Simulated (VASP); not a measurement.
# AlN (Cm) in VASP: further runs

The runs below take AlN through single point, with PBE.

All numbers are computed with VASP 6.6.1; they aren't measurements. Logs are shortened: lines on timing, memory, paths and dates and some standing lists are left out, and cuts for length are marked.

**1. The cell of the first run**

Symmetry: Cm, No. 8, monoclinic system. The conventional cell has a = 5.388 Å, b = 3.111 Å, c = 10.047 Å, α = 90.00°, β = 97.71°, γ = 90.00°. Within 2.5 Å of Al (site symmetry m) lie 4 N at 1.89 to 2.34 Å. Al (site symmetry m) has 4 N at 1.89 to 1.92 Å within 2.5 Å. Within 2.5 Å of Al (site symmetry m) lie 4 N at 1.89 to 1.92 Å. Within 2.5 Å of Al (site symmetry m) lie 4 N at 1.89 to 1.92 Å. N (site symmetry m) has 4 Al at 1.89 to 2.34 Å within 2.5 Å. N (site symmetry m) has 4 Al at 1.89 to 1.92 Å within 2.5 Å. Within 2.5 Å of N (site symmetry m) lie 4 Al at 1.89 to 1.92 Å. N (site symmetry m) has 4 Al at 1.89 to 1.92 Å within 2.5 Å.

**2. Single point, PBE**

INCAR reads:

```
ALGO = Normal
EDIFF = 1E-6
ENCUT = 520
GGA = PE
ISIF = 2
ISMEAR = 0
LASPH = T
LCHARG = F
LREAL = F
LWAVE = F
NBANDS = 26
NELM = 60
PREC = Accurate
SIGMA = 0.05
```

KPOINTS reads:

```
k-points
0
Gamma
  8 8 3
```

POSCAR reads:

```
AlN
1.0
   -3.1110021516      0.0000000000      0.0000000000
   -1.5555010758     -2.6942068945      0.0000000000
   -3.4998774205     -2.0206551709      9.9560000000
Al N
4 4
Direct
   -0.3444791667     -0.3444791667      0.9037500000
    0.0305208333      0.0305208333      0.4037500000
    0.5513541667      0.5513541667      0.1537500000
    0.1763541667      0.1763541667      0.6537500000
    0.2611458333      0.2611458333      0.0962500000
   -0.1138541667     -0.1138541667      0.5962500000
    0.4069791667      0.4069791667      0.3462500000
    0.0319791667      0.0319791667      0.8462500000
```

Potentials or basis: VASP PAW PBE potentials, release 64 (Al, N).

The run is started by

```sh
$ cat potpaw_PBE.64/Al/POTCAR potpaw_PBE.64/N/POTCAR > POTCAR
$ mpirun -np 1 vasp_std > vasp.out
```

OUTCAR:

```text
EDIFF = 1E-6
   ENCUT = 520
   GGA = PE
   ISIF = 2
   ISMEAR = 0
   LASPH = T
   LREAL = F
   NELM = 60
   PREC = Accurate

 ion  position               nearest neighbor table
   1  0.656  0.656  0.904-   8 1.89   8 1.89   8 1.89   5 2.34   3 2.53   4 3.07   4 3.07   4 3.07

   2  0.031  0.031  0.404-   7 1.89   7 1.89   7 1.89   6 1.92   3 3.07   4 3.07   3 3.07   4 3.07
                             4 3.07   3 3.07
   3  0.551  0.551  0.154-   5 1.89   5 1.89   5 1.89   7 1.92   1 2.53   2 3.07   2 3.07   2 3.07

   4  0.176  0.176  0.654-   6 1.89   6 1.89   6 1.89   8 1.92   1 3.07   2 3.07   1 3.07   2 3.07
                             2 3.07   1 3.07
   5  0.261  0.261  0.096-   3 1.89   3 1.89   3 1.89   1 2.34
   6  0.886  0.886  0.596-   4 1.89   4 1.89   4 1.89   2 1.92
   7  0.407  0.407  0.346-   2 1.89   2 1.89   2 1.89   3 1.92
   8  0.032  0.032  0.846-   1 1.89   1 1.89   1 1.89   4 1.92

  LATTYP: Found a base centered monoclinic cell.
 ALAT       =     5.3884137890
 B/A-ratio  =     0.5773502692
 C/A-ratio  =     1.8645045520
 COS(beta)  =    -0.1340838775

  Lattice vectors:

 A1 = (  -3.1110021516,   0.0000000000,   0.0000000000)
 A2 = (  -1.5555010758,  -2.6942068945,   0.0000000000)
 A3 = (   1.1666258069,   0.6735517236,   9.9560000000)

Analysis of symmetry for initial positions (statically):
=====================================================================
 Subroutine PRICEL returns:
 Original cell was already a primitive cell.

 Routine SETGRP: Setting up the symmetry group for a
 base centered monoclinic supercell.

 Subroutine GETGRP returns: Found  2 space group operations
 (whereof  2 operations were pure point group operations)
 out of a pool of  4 trial point group operations.

The static configuration has the point symmetry C_1h.

Analysis of symmetry for dynamics (positions and initial velocities):
=====================================================================
 Subroutine PRICEL returns:
 Original cell was already a primitive cell.

 Routine SETGRP: Setting up the symmetry group for a
 base centered monoclinic supercell.

 Subroutine GETGRP returns: Found  2 space group operations
 (whereof  2 operations were pure point group operations)
 out of a pool of  4 trial point group operations.

The dynamic configuration has the point symmetry C_1h.

 Subroutine INISYM returns: Found  2 space group operations
 (whereof  2 operations are pure point group operations),
 and found     1 'primitive' translations

----------------------------------------------------------------------------------------

                                     Primitive cell

  volume of cell :      83.4480

  direct lattice vectors                    reciprocal lattice vectors
    -3.111002152  0.000000000  0.000000000    -0.321439829  0.185583372 -0.075331458
    -1.555501076 -2.694206895  0.000000000     0.000000000 -0.371166744 -0.075331458
    -3.499877420 -2.020655171  9.956000000     0.000000000  0.000000000  0.100441945

  length of vectors
     3.111002152  3.111002152 10.744958133     0.378734182  0.378734182  0.100441945

  position of ions in fractional coordinates (direct lattice)
     0.655520833  0.655520833  0.903750000
     0.030520833  0.030520833  0.403750000
     0.551354167  0.551354167  0.153750000
     0.176354167  0.176354167  0.653750000
     0.261145833  0.261145833  0.096250000
     0.886145833  0.886145833  0.596250000
     0.406979167  0.406979167  0.346250000
     0.031979167  0.031979167  0.846250000

  ion indices of the primitive-cell ions
   primitive index   ion index
                 1           1
                 2           2
                 3           3
                 4           4
                 5           5
                 6           6
                 7           7
                 8           8

----------------------------------------------------------------------------------------

 KPOINTS: k-points

Automatic generation of k-mesh.
 Grid dimensions read from file:
 generate k-points for:    8    8    3

 Generating k-lattice:

  Cartesian coordinates                     Fractional coordinates (reciprocal lattice)
    -0.040179979  0.023197921 -0.009416432     0.125000000  0.000000000  0.000000000
     0.000000000 -0.046395843 -0.009416432     0.000000000  0.125000000  0.000000000
     0.000000000  0.000000000  0.033480648     0.000000000  0.000000000  0.333333333

  Length of vectors
     0.047341773  0.047341773  0.033480648

  Shift w.r.t. Gamma in fractional coordinates (k-lattice)
     0.000000000  0.000000000  0.000000000

 Subroutine IBZKPT returns following result:
 ===========================================

 Found     57 irreducible k-points:

 Following reciprocal coordinates:
            Coordinates               Weight
  0.000000  0.000000  0.000000      1.000000
  0.125000  0.000000 -0.000000      4.000000
  0.250000  0.000000 -0.000000      4.000000
  0.375000  0.000000 -0.000000      4.000000
  0.500000  0.000000 -0.000000      2.000000
  0.125000  0.125000  0.000000      2.000000
[... 16 lines left out ...]
  0.125000  0.000000  0.333333      4.000000
  0.250000  0.000000  0.333333      4.000000
 [... further k-points ...]
   k-points           NKPTS =     57   k-points in BZ     NKDIM =     57   number of bands    NBANDS=     26
   number of dos      NEDOS =    301   number of ions     NIONS =      8
   total plane-waves  NPLWV =  46080
   dimension x,y,z NGX =    24 NGY =   24 NGZ =   80
   dimension x,y,z NGXF=    48 NGYF=   48 NGZF=  160
   ions per type =               4   4
   NGX,Y,Z   is equivalent  to a cutoff of  12.83, 12.83, 12.38 a.u.
   NGXF,Y,Z  is equivalent  to a cutoff of  25.65, 25.65, 24.76 a.u.
 SYSTEM =  unknown system
   PREC   = accura    normal or accurate (medium, high low for compatibility)
   ISTART =      0    job   : 0-new  1-cont  2-samecut
   ICHARG =      2    charge: 1-file 2-atom 10-const
   ISPIN  =      1    spin polarized calculation?
   LNONCOLLINEAR =      F non collinear calculations
   LSORBIT =      F    spin-orbit coupling
   LASPH  =      T    aspherical Exc in radial PAW
   ENCUT  =  520.0 eV  38.22 Ry    6.18 a.u.   5.78  5.78 19.98*2*pi/ulx,y,z
   NELM   =     60;   NELMIN=  2; NELMDL= -5     # of ELM steps
   EDIFF  = 0.1E-05   stopping-criterion for ELM
   LREAL  =      F    real-space projection
   EDIFFG = 0.1E-04   stopping-criterion for IOM
   NSW    =      0    number of steps for IOM
   IBRION =     -1    ionic relax: 0-MD 1-quasi-New 2-CG
   NFREE  =      0    steps in history (QN), initial steepest desc. (CG)
   ISIF   =      2    stress and relaxation
   ISYM   =      2    0-nonsym 1-usesym 2-fastsym
   POTIM  = 0.5000    time-step for ionic-motion
   TEBEG  =    0.0;   TEEND  =   0.0 temperature during run
   PSTRESS=    0.0 pullay stress
   NELECT =      32.0000    total number of electrons
   NUPDOWN=      -1.0000    fix difference up-down
   EMIN   =  10.00;   EMAX   =-10.00  energy-range for DOS
   EFERMI =   0.00;   METHOD = LEGACY
   ISMEAR =     0;   SIGMA  =   0.05  broadening in eV -4-tet -1-fermi 0-gaus
   EFERMI_NEDOS =   21; number of points for ismear=-14 and -15
   IALGO  =     38    algorithm
   IMIX   =      4    mixing-type and parameters
     AMIX     =   0.40;   BMIX     =  1.00
     AMIX_MAG =   1.60;   BMIX_MAG =  1.00
  volume/ion in A,a.u.               =      10.43        70.39
  Fermi-wavevector in a.u.,A,eV,Ry     =   1.189377  2.247596 19.247033  1.414617
  Thomas-Fermi vector in A             =   2.325485
   LORBIT       =      0    0 simple, 1 ext, 2 COOP (PROOUT), +10 PAW based schemes
   GGA     = PE    functional components
   LHFCALC =     F    Hartree Fock is set to
   AEXX    =    0.0000 exact exchange contribution
   IVDW    =     0    specifies the selected vdW correction
   LEPSILON=     F    determine dielectric tensor
   LRPA    =     F    only Hartree local field effects (RPA)
 non-spin polarized calculation
 Gauss-broadening in eV      SIGMA  =   0.05
  energy-cutoff  :      520.00
  volume of cell :       83.45
 maximum number of plane-waves:      2265
   NGX = 11   NGY = 11   NGZ = 39

 number of electron      31.9999999 magnetization

 Free energy of the ion-electron system (eV)
  ---------------------------------------------------
  ext. energy  EPLUGINS =         0.00000000
  ---------------------------------------------------
  free energy    TOTEN  =       -58.17022806 eV

  energy without entropy =      -58.17022806  energy(sigma->0) =      -58.17022806

 E-fermi :   6.7319     XC(G=0): -10.9521

 val. band max:        6.4998691630   @ k =   0.0000   0.0000   0.0000
 cond. band min:       9.5068012705   @ k =   0.5000   0.5000   0.3333
 fundamental gap:      3.0069321075
 Fermi energy:         6.7319493764

 k-point     1 :       0.0000    0.0000    0.0000
  band No.  band energies     occupation
      1      -8.9722      2.00000
      2      -8.1004      2.00000
      3      -8.0607      2.00000
      4      -6.8127      2.00000
      5       0.2861      2.00000
      6       2.8459      2.00000
[... 18 lines left out ...]
     25      17.2506      0.00000
     26      17.6615      0.00000

 k-point     2 :       0.1250    0.0000   -0.0000
  band No.  band energies     occupation
      1      -8.7631      2.00000
      2      -8.0513      2.00000
      3      -7.7555      2.00000
      4      -6.7174      2.00000
      5       0.5550      2.00000
      6       2.5070      2.00000
[... 18 lines left out ...]
     25      17.1991      0.00000
     26      17.6106      0.00000

 k-point     3 :       0.2500    0.0000   -0.0000
  band No.  band energies     occupation
      1      -8.1807      2.00000
      2      -7.6800      2.00000
      3      -7.1813      2.00000
      4      -6.4855      2.00000
      5       1.2502      2.00000
      6       1.7772      2.00000
[... 572 lines left out ...]
 k-point    23 :       0.1250    0.0000    0.3333
  band No.  band energies     occupation
      1      -8.7181      2.00000
      2      -8.2501      2.00000
      3      -7.5215      2.00000
      4      -6.8041      2.00000
      5       0.6990      2.00000
      6       2.0641      2.00000
[... 18 lines left out ...]
     25      17.2839      0.00000
     26      17.5666      0.00000

 k-point    24 :       0.2500    0.0000    0.3333
  band No.  band energies     occupation
      1      -8.1920      2.00000
      2      -7.6328      2.00000
      3      -7.2338      2.00000
      4      -6.4685      2.00000
      5       1.2411      2.00000
      6       1.9904      2.00000
[... 18 lines left out ...]
     25      16.6904      0.00000
     26      17.5088      0.00000

 [... further k-points ...]
[... 5 lines left out ...]
  --------------------------------------------------------------------------------------
  -------------------------------------------------------------------------------------
  Total       -0.9849595      0.5424131      4.4992281     -1.3227435     -0.8726205     -1.5114230
  in kB      -18.9109277     10.4141690     86.3838299    -25.3962787    -16.7540514    -29.0188689
  external PRESSURE =      25.9623571 kB  Pullay stress =       0.0000000 kB

 VOLUME and BASIS-vectors are now :
 -----------------------------------------------------------------------------
  energy-cutoff  :      520.00
  volume of cell :       83.45
      direct lattice vectors                 reciprocal lattice vectors
    -3.111002152  0.000000000  0.000000000    -0.321439829  0.185583372 -0.075331458
    -1.555501076 -2.694206895  0.000000000     0.000000000 -0.371166744 -0.075331458
    -3.499877420 -2.020655171  9.956000000     0.000000000  0.000000000  0.100441945

 POSITION                                       TOTAL-FORCE (eV/Angst)
 -----------------------------------------------------------------------------------
     -6.22200     -3.59228      8.99774         0.915185      0.528382     -0.661305
     -1.55550     -0.89807      4.01974        -0.009772     -0.005642      0.140544
     -3.11100     -1.79614      1.53074        -0.345039     -0.199208      1.959451
     -3.11100     -1.79614      6.50874        -0.006980     -0.004030      0.167054
     -1.55550     -0.89807      0.95826        -0.421868     -0.243566     -0.875743
     -6.22200     -3.59228      5.93626        -0.011376     -0.006568     -0.197430
     -3.11100     -1.79614      3.44726         0.007185      0.004148     -0.157036
     -3.11100     -1.79614      8.42526        -0.127335     -0.073517     -0.375536
 -----------------------------------------------------------------------------------
    total drift:                               -0.000290     -0.000167     -0.000448

  FREE ENERGIE OF THE ION-ELECTRON SYSTEM (eV)
  ---------------------------------------------------
  free  energy   TOTEN  =       -58.1702280591 eV

  energy  without entropy=      -58.1702280591  energy(sigma->0) =      -58.17022806
```

Wall time 86 s (1 thread of Intel Xeon Platinum 8375C at 2.90GHz (Ice Lake), shared host); peak memory 0.24 GiB.

What came out:

* Free energy: -58.1702 eV
* Pressure: 2.6 GPa
* Largest force: 2.000 eV/Å
* Band gap on the k mesh: 3.01 eV, indirect (least direct gap 3.38 eV)

Forces in eV/Å, atoms in the order of the input:
```
Al   0.915  0.528 -0.661
Al  -0.010 -0.006  0.141
Al  -0.345 -0.199  1.959
Al  -0.007 -0.004  0.167
N   -0.422 -0.244 -0.876
N   -0.011 -0.007 -0.197
N    0.007  0.004 -0.157
N   -0.127 -0.074 -0.376
```

Stress tensor (GPa, compression positive):
```
-1.89 -2.54 -2.90
-2.54  1.04 -1.68
-2.90 -1.68  8.64
```

Caveat: forces of over 1 eV/Å act on the atoms, so gaps and moduli don't describe the material at rest.

(Part 1 of 2 ends here.)
